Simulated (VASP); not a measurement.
# BiSe4 (Im-3m) in VASP: a series of runs

Runs on BiSe4. Level: PBE. Tasks: relaxation of cell and atoms.

Everything below comes from runs of VASP 6.6.1. Logs are shortened: lines on timing, memory, paths and dates and some standing lists are left out, and cuts for length are marked.

## Step 1: The cell of the first run

Symmetry: Im-3m, No. 229, cubic system. Conventional cell: a = 6.597 Å, b = 6.597 Å, c = 6.597 Å, α = 90.00°, β = 90.00°, γ = 90.00°. Bi (site symmetry m-3m) has 8 Se at 2.86 Å within 3.8 Å. Se (site symmetry -3m) has 2 Bi at 2.86 Å and 6 Se at 3.30 Å within 3.8 Å.

The cell was generated, and may not be a known phase.

## Step 2: Relaxation of cell and atoms, PBE

Input file INCAR:

```
PREC = Accurate
ENCUT = 600
EDIFF = 1E-6
ISMEAR = 0
SIGMA = 0.1
LREAL = F
LASPH = T
NELM = 100
ALGO = Normal
ISIF = 3
LWAVE = F
LCHARG = F
GGA = PE
IBRION = 2
NSW = 90
EDIFFG = -0.04
```

Input file KPOINTS:

```
regular mesh
0
Gamma
  4 4 4
```

Input file POSCAR:

```
BiSe4
1.0
   -3.2983164100      3.2983164100      3.2983164100
    3.2983164100     -3.2983164100      3.2983164100
    3.2983164100      3.2983164100     -3.2983164100
Bi Se
1 4
Direct
    0.0000000000      0.0000000000      0.0000000000
    0.5000000000      0.5000000000      0.5000000000
    0.0000000000      0.0000000000      0.5000000000
    0.0000000000      0.5000000000      0.0000000000
    0.5000000000      0.0000000000      0.0000000000
```

Potentials or basis: VASP PAW PBE potentials, release 64 (Bi_d, Se).

Run with:

```sh
$ cat potpaw_PBE.64/Bi_d/POTCAR potpaw_PBE.64/Se/POTCAR > POTCAR
$ mpirun -np 1 vasp_std > vasp.out
```

OUTCAR:

```text
PREC = Accurate
   ENCUT = 600
   EDIFF = 1E-6
   ISMEAR = 0
   LREAL = F
   LASPH = T
   NELM = 100
   ISIF = 3
   GGA = PE
   IBRION = 2
   NSW = 90
   EDIFFG = -0.04

 ion  position               nearest neighbor table
   1  0.000  0.000  0.000-   2 2.86   3 2.86   4 2.86   5 2.86   3 2.86   4 2.86   5 2.86   2 2.86

   2  0.500  0.500  0.500-   1 2.86   1 2.86
   3  0.000  0.000  0.500-   1 2.86   1 2.86
   4  0.000  0.500  0.000-   1 2.86   1 2.86
   5  0.500  0.000  0.000-   1 2.86   1 2.86

  LATTYP: Found a body centered cubic cell.
 ALAT       =     6.5966328200

  Lattice vectors:

 A1 = (  -3.2983164100,   3.2983164100,   3.2983164100)
 A2 = (   3.2983164100,  -3.2983164100,   3.2983164100)
 A3 = (   3.2983164100,   3.2983164100,  -3.2983164100)

Analysis of symmetry for initial positions (statically):
=====================================================================
 Subroutine PRICEL returns:
 Original cell was already a primitive cell.

 Routine SETGRP: Setting up the symmetry group for a
 body centered cubic supercell.

 Subroutine GETGRP returns: Found 48 space group operations
 (whereof 48 operations were pure point group operations)
 out of a pool of 48 trial point group operations.

The static configuration has the point symmetry O_h .

Analysis of symmetry for dynamics (positions and initial velocities):
=====================================================================
 Subroutine PRICEL returns:
 Original cell was already a primitive cell.

 Routine SETGRP: Setting up the symmetry group for a
 body centered cubic supercell.

 Subroutine GETGRP returns: Found 48 space group operations
 (whereof 48 operations were pure point group operations)
 out of a pool of 48 trial point group operations.

The dynamic configuration has the point symmetry O_h .

 Subroutine INISYM returns: Found 48 space group operations
 (whereof 48 operations are pure point group operations),
 and found     1 'primitive' translations

----------------------------------------------------------------------------------------

                                     Primitive cell

  volume of cell :     143.5281

  direct lattice vectors                    reciprocal lattice vectors
    -3.298316410  3.298316410  3.298316410     0.000000000  0.151592491  0.151592491
     3.298316410 -3.298316410  3.298316410     0.151592491  0.000000000  0.151592491
     3.298316410  3.298316410 -3.298316410     0.151592491  0.151592491  0.000000000

  length of vectors
     5.712851602  5.712851602  5.712851602     0.214384156  0.214384156  0.214384156

  position of ions in fractional coordinates (direct lattice)
     0.000000000  0.000000000  0.000000000
     0.500000000  0.500000000  0.500000000
     0.000000000  0.000000000  0.500000000
     0.000000000  0.500000000  0.000000000
     0.500000000  0.000000000  0.000000000

  ion indices of the primitive-cell ions
   primitive index   ion index
                 1           1
                 2           2
                 3           3
                 4           4
                 5           5

----------------------------------------------------------------------------------------

 KPOINTS: regular mesh

Automatic generation of k-mesh.
 Grid dimensions read from file:
 generate k-points for:    4    4    4

 Generating k-lattice:

  Cartesian coordinates                     Fractional coordinates (reciprocal lattice)
     0.000000000  0.037898123  0.037898123     0.250000000  0.000000000  0.000000000
     0.037898123  0.000000000  0.037898123     0.000000000  0.250000000  0.000000000
     0.037898123  0.037898123  0.000000000     0.000000000  0.000000000  0.250000000

  Length of vectors
     0.053596039  0.053596039  0.053596039

  Shift w.r.t. Gamma in fractional coordinates (k-lattice)
     0.000000000  0.000000000  0.000000000

 Subroutine IBZKPT returns following result:
 ===========================================

 Found      8 irreducible k-points:

 Following reciprocal coordinates:
            Coordinates               Weight
  0.000000  0.000000  0.000000      1.000000
  0.250000  0.000000  0.000000     12.000000
  0.500000  0.000000  0.000000      6.000000
  0.250000  0.250000  0.000000     24.000000
  0.250000  0.250000  0.250000      2.000000
 -0.250000  0.250000  0.250000      6.000000
  0.500000  0.500000  0.250000     12.000000
  0.500000  0.500000  0.500000      1.000000
   k-points           NKPTS =      8   k-points in BZ     NKDIM =      8   number of bands    NBANDS=     23
   number of dos      NEDOS =    301   number of ions     NIONS =      5
   total plane-waves  NPLWV = 110592
   dimension x,y,z NGX =    48 NGY =   48 NGZ =   48
   dimension x,y,z NGXF=    96 NGYF=   96 NGZF=   96
   ions per type =               1   4
   NGX,Y,Z   is equivalent  to a cutoff of  13.97, 13.97, 13.97 a.u.
   NGXF,Y,Z  is equivalent  to a cutoff of  27.94, 27.94, 27.94 a.u.
 SYSTEM =  unknown system
   PREC   = accura    normal or accurate (medium, high low for compatibility)
   ISTART =      0    job   : 0-new  1-cont  2-samecut
   ICHARG =      2    charge: 1-file 2-atom 10-const
   ISPIN  =      1    spin polarized calculation?
   LNONCOLLINEAR =      F non collinear calculations
   LSORBIT =      F    spin-orbit coupling
   LASPH  =      T    aspherical Exc in radial PAW
   ENCUT  =  600.0 eV  44.10 Ry    6.64 a.u.  11.41 11.41 11.41*2*pi/ulx,y,z
   NELM   =    100;   NELMIN=  2; NELMDL= -5     # of ELM steps
   EDIFF  = 0.1E-05   stopping-criterion for ELM
   LREAL  =      F    real-space projection
   EDIFFG = -.4E-01   stopping-criterion for IOM
   NSW    =     90    number of steps for IOM
   IBRION =      2    ionic relax: 0-MD 1-quasi-New 2-CG
   NFREE  =      1    steps in history (QN), initial steepest desc. (CG)
   ISIF   =      3    stress and relaxation
   ISYM   =      2    0-nonsym 1-usesym 2-fastsym
   POTIM  = 0.5000    time-step for ionic-motion
   TEBEG  =    0.0;   TEEND  =   0.0 temperature during run
   PSTRESS=    0.0 pullay stress
   NELECT =      39.0000    total number of electrons
   NUPDOWN=      -1.0000    fix difference up-down
   EMIN   =  10.00;   EMAX   =-10.00  energy-range for DOS
   EFERMI =   0.00;   METHOD = LEGACY
   ISMEAR =     0;   SIGMA  =   0.10  broadening in eV -4-tet -1-fermi 0-gaus
   EFERMI_NEDOS =   21; number of points for ismear=-14 and -15
   IALGO  =     38    algorithm
   IMIX   =      4    mixing-type and parameters
     AMIX     =   0.40;   BMIX     =  1.00
     AMIX_MAG =   1.60;   BMIX_MAG =  1.00
  volume/ion in A,a.u.               =      28.71       193.72
  Fermi-wavevector in a.u.,A,eV,Ry     =   1.060354  2.003778 15.297708  1.124350
  Thomas-Fermi vector in A             =   2.195732
   LORBIT       =      0    0 simple, 1 ext, 2 COOP (PROOUT), +10 PAW based schemes
   GGA     = PE    functional components
   LHFCALC =     F    Hartree Fock is set to
   AEXX    =    0.0000 exact exchange contribution
   IVDW    =     0    specifies the selected vdW correction
   LEPSILON=     F    determine dielectric tensor
   LRPA    =     F    only Hartree local field effects (RPA)
 conjugate gradient relaxation of ions
 non-spin polarized calculation
 Gauss-broadening in eV      SIGMA  =   0.10
  energy-cutoff  :      600.00
  volume of cell :      143.53
 maximum number of plane-waves:      4874
 NGX is ok and might be reduce to    48
   NGX = 23   NGY = 23   NGZ = 23

--------------------------------------- Ionic step        1  -------------------------------------------

 number of electron      39.0000000 magnetization

 Free energy of the ion-electron system (eV)
  ---------------------------------------------------
  ext. energy  EPLUGINS =         0.00000000
  ---------------------------------------------------
  free energy    TOTEN  =       -15.32055149 eV

  energy without entropy =      -15.27545697  energy(sigma->0) =      -15.29800423

------------------------ aborting loop because EDIFF is reached ----------------------------------------

  FORCE on cell =-STRESS in cart. coord.  units (eV):
  Direction    XX          YY          ZZ          XY          YZ          ZX
  --------------------------------------------------------------------------------------
  -------------------------------------------------------------------------------------
  Total        2.4354686      2.4354686      2.4354686     -0.0000000     -0.0000000      0.0000000
  in kB       27.1866802     27.1866802     27.1866802     -0.0000000     -0.0000000      0.0000000
  external PRESSURE =      27.1866802 kB  Pullay stress =       0.0000000 kB

 VOLUME and BASIS-vectors are now :
 -----------------------------------------------------------------------------
  energy-cutoff  :      600.00
  volume of cell :      143.53
      direct lattice vectors                 reciprocal lattice vectors
    -3.298316410  3.298316410  3.298316410     0.000000000  0.151592491  0.151592491
     3.298316410 -3.298316410  3.298316410     0.151592491  0.000000000  0.151592491
     3.298316410  3.298316410 -3.298316410     0.151592491  0.151592491  0.000000000

 POSITION                                       TOTAL-FORCE (eV/Angst)
 -----------------------------------------------------------------------------------
      0.00000      0.00000      0.00000         0.000000     -0.000000     -0.000000
      1.64916      1.64916      1.64916         0.000000     -0.000000     -0.000000
      1.64916      1.64916     -1.64916         0.000000      0.000000      0.000000
      1.64916     -1.64916      1.64916        -0.000000     -0.000000     -0.000000
     -1.64916      1.64916      1.64916        -0.000000      0.000000      0.000000
 -----------------------------------------------------------------------------------
    total drift:                                0.000000      0.000000     -0.000000

  FREE ENERGIE OF THE ION-ELECTRON SYSTEM (eV)
  ---------------------------------------------------
  free  energy   TOTEN  =       -15.3205514886 eV
[... 26 lines left out ...]
 POSITION                                       TOTAL-FORCE (eV/Angst)
 -----------------------------------------------------------------------------------
      0.00000      0.00000      6.75165         0.000000      0.000000     -0.000000
      1.68791      1.68791      1.68791        -0.000000      0.000000     -0.000000
      1.68791      1.68791     -1.68791        -0.000000      0.000000     -0.000000
      1.68791      5.06373      1.68791        -0.000000     -0.000000      0.000000
      5.06373      1.68791      1.68791         0.000000     -0.000000     -0.000000
 -----------------------------------------------------------------------------------
    total drift:                                0.000000      0.000000     -0.000000

  FREE ENERGIE OF THE ION-ELECTRON SYSTEM (eV)
  ---------------------------------------------------
  free  energy   TOTEN  =       -15.3798249360 eV

  energy  without entropy=      -15.3338995625  energy(sigma->0) =      -15.35686225

--------------------------------------- Ionic step        3  -------------------------------------------

 number of electron      39.0000003 magnetization

 Free energy of the ion-electron system (eV)
  ---------------------------------------------------
  ext. energy  EPLUGINS =         0.00000000
  ---------------------------------------------------
  free energy    TOTEN  =       -15.38490364 eV

  energy without entropy =      -15.33963222  energy(sigma->0) =      -15.36226793

 E-fermi :   2.5934     XC(G=0):  -8.8014

 val. band max:        2.5909467263   @ k =   0.2500   0.2500   0.0000
 cond. band min:       2.6733618525   @ k =   0.0000   0.0000   0.0000
 fundamental gap:      0.0824151262
 Fermi energy:         2.5934020978

 k-point     1 :       0.0000    0.0000    0.0000
  band No.  band energies     occupation
      1     -20.3658      2.00000
      2     -20.3658      2.00000
      3     -20.3658      2.00000
      4     -20.3329      2.00000
      5     -20.3329      2.00000
      6     -11.5736      2.00000
[... 15 lines left out ...]
     22       4.2457      0.00000
     23       6.8558      0.00000

 k-point     2 :       0.2500    0.0000    0.0000
  band No.  band energies     occupation
      1     -20.3659      2.00000
      2     -20.3647      2.00000
      3     -20.3634      2.00000
      4     -20.3331      2.00000
      5     -20.3331      2.00000
      6     -11.3021      2.00000
[... 184 lines left out ...]
 VOLUME and BASIS-vectors are now :
 -----------------------------------------------------------------------------
  energy-cutoff  :      600.00
  volume of cell :      151.48
      direct lattice vectors                 reciprocal lattice vectors
    -3.358173146  3.358173146  3.358173146     0.000000000  0.148890477  0.148890477
     3.358173146 -3.358173146  3.358173146     0.148890477  0.000000000  0.148890477
     3.358173146  3.358173146 -3.358173146     0.148890477  0.148890477  0.000000000

 POSITION                                       TOTAL-FORCE (eV/Angst)
 -----------------------------------------------------------------------------------
      0.00000      0.00000     -0.00000         0.000000     -0.000000     -0.000000
      1.67909      1.67909      1.67909         0.000000     -0.000000      0.000000
      1.67909      1.67909     -1.67909         0.000000      0.000000     -0.000000
      1.67909     -1.67909      1.67909        -0.000000      0.000000      0.000000
     -1.67909      1.67909      1.67909        -0.000000      0.000000     -0.000000
 -----------------------------------------------------------------------------------
    total drift:                                0.000000      0.000000     -0.000000

  FREE ENERGIE OF THE ION-ELECTRON SYSTEM (eV)
  ---------------------------------------------------
  free  energy   TOTEN  =       -15.3849036354 eV

  energy  without entropy=      -15.3396322186  energy(sigma->0) =      -15.36226793

 reached required accuracy - stopping structural energy minimisation
```

Wall time 2.9 min (1 thread of Intel Xeon Platinum 8259CL at 2.50GHz (Skylake/Cascade Lake), shared host); peak memory 0.34 GiB.

What came out:

- Free energy: -15.3849 eV
- Relaxed volume: 30.30 Å³/atom
- Relaxed cell: a = 5.817 Å, b = 5.817 Å, c = 5.817 Å, α = 109.47°, β = 109.47°, γ = 109.47°
- Space group after relaxing (to 0.1 Å): Im-3m (No. 229)
- Energy gained by relaxing: 12.9 meV/atom
- Ionic steps: 3
- Pressure after relaxing: 0.0 GPa
- Band gap on the k mesh: zero (an odd number of electrons rules out a gap without spin polarisation)

The path:
```
step  energy change (eV)  largest force (eV/Å)  pressure (GPa)  volume (Å³)
   1              0.0000                0.0000            2.72       143.53
   2             -0.0593                0.0000           -0.67       153.89
   3             -0.0644                0.0000            0.00       151.48
```

Final structure:
```yaml
crystal:
  lattice:
    - [-3.35817, 3.35817, 3.35817]
    - [3.35817, -3.35817, 3.35817]
    - [3.35817, 3.35817, -3.35817]
  atoms:
    - { symbol: Bi, position: [0.00000, 0.00000, 0.00000] }
    - { symbol: Se, position: [0.50000, 0.50000, 0.50000] }
    - { symbol: Se, position: [0.00000, 0.00000, 0.50000] }
    - { symbol: Se, position: [0.00000, 0.50000, 0.00000] }
    - { symbol: Se, position: [0.50000, 0.00000, 0.00000] }
```

Caveat: spin-orbit coupling is left out, which moves the levels of the heavy elements.

## Step 3: Relaxation of cell and atoms, PBE

This run uses another cell than the first one, of 30.36 Å³/atom.

Input file INCAR:

```
SYSTEM = BiSe4
  PREC = Accurate
  ENCUT = 600
  EDIFF = 1E-7
  ISMEAR = 0
  SIGMA = 0.1
  LREAL = .False.
  LASPH = .True.
  NELM = 80
  ALGO = Normal
  ISIF = 3
  LWAVE = .False.
  LCHARG = .False.
  GGA = PE
  IBRION = 2
  NSW = 100
  EDIFFG = -0.01
```

Input file KPOINTS:

```
Automatic mesh
0
Gamma
  8 8 8
  0 0 0
```

POSCAR: that of step 2 with these lines changed.

```diff
@@ -2,5 +2,5 @@
 1.0
-   -3.2983164100      3.2983164100      3.2983164100
-    3.2983164100     -3.2983164100      3.2983164100
-    3.2983164100      3.2983164100     -3.2983164100
+   -3.3604365762      3.3604365762      3.3604365762
+    3.3604365762     -3.3604365762      3.3604365762
+    3.3604365762      3.3604365762     -3.3604365762
 Bi Se
```

Potentials or basis: VASP PAW PBE potentials, release 64 (Bi_d, Se).

Run with:

```sh
$ cat potpaw_PBE.64/Bi_d/POTCAR potpaw_PBE.64/Se/POTCAR > POTCAR
$ mpirun -np 1 vasp_std > vasp.out
```

Wall time 6.5 min (1 thread of Intel Xeon Platinum 8259CL at 2.50GHz (Skylake/Cascade Lake), shared host); peak memory 0.41 GiB.

The run converged. Its results:

| Quantity | Value |
| --- | --- |
| Free energy | -15.5428 eV |
| Relaxed volume | 30.09 Å³/atom |
| Relaxed cell | a = 5.803 Å, b = 5.803 Å, c = 5.803 Å, α = 109.47°, β = 109.47°, γ = 109.47° |
| Space group after relaxing (to 0.1 Å) | Im-3m (No. 229) |
| Energy gained by relaxing | 0.3 meV/atom |
| Ionic steps | 3 |
| Pressure after relaxing | 0.0 GPa |
| Band gap on the k mesh | zero (an odd number of electrons rules out a gap without spin polarisation) |

Step by step:
```tsv
step	energy change (eV)	largest force (eV/Å)	pressure (GPa)	volume (Å³)
1	0.0000	0.0000	-0.39	151.79
2	-0.0016	0.0000	0.08	150.18
3	-0.0017	0.0000	0.00	150.43
```

Final structure:
```
Bi Se
1.0
    -3.35039    3.35039    3.35039
     3.35039   -3.35039    3.35039
     3.35039    3.35039   -3.35039
Bi Se
1 4
Direct
  0.00000 0.00000 0.00000
  0.50000 0.50000 0.50000
  0.00000 0.00000 0.50000
  0.00000 0.50000 0.00000
  0.50000 0.00000 0.00000
```

Levels at points of the mesh, in eV from the Fermi level:
| k point | band 17 | band 18 | band 19 | band 20 | band 21 | band 22 |
| --- | --- | --- | --- | --- | --- | --- |
| (0.00, 0.00, 0.00) | -0.02 | -0.02 | -0.02 | 0.47 | 1.57 | 1.57 |
| (0.50, 0.00, 0.00) | -1.61 | -0.96 | -0.89 | -0.70 | 0.65 | 0.78 |
| (0.50, 0.50, 0.50) | 0.47 | 0.47 | 0.47 | 0.51 | 0.51 | 0.51 |

Caveat: spin-orbit coupling is left out, which moves the levels of the heavy elements.

The gap in the log of VASP goes by the Fermi energy; the results here count the filled bands.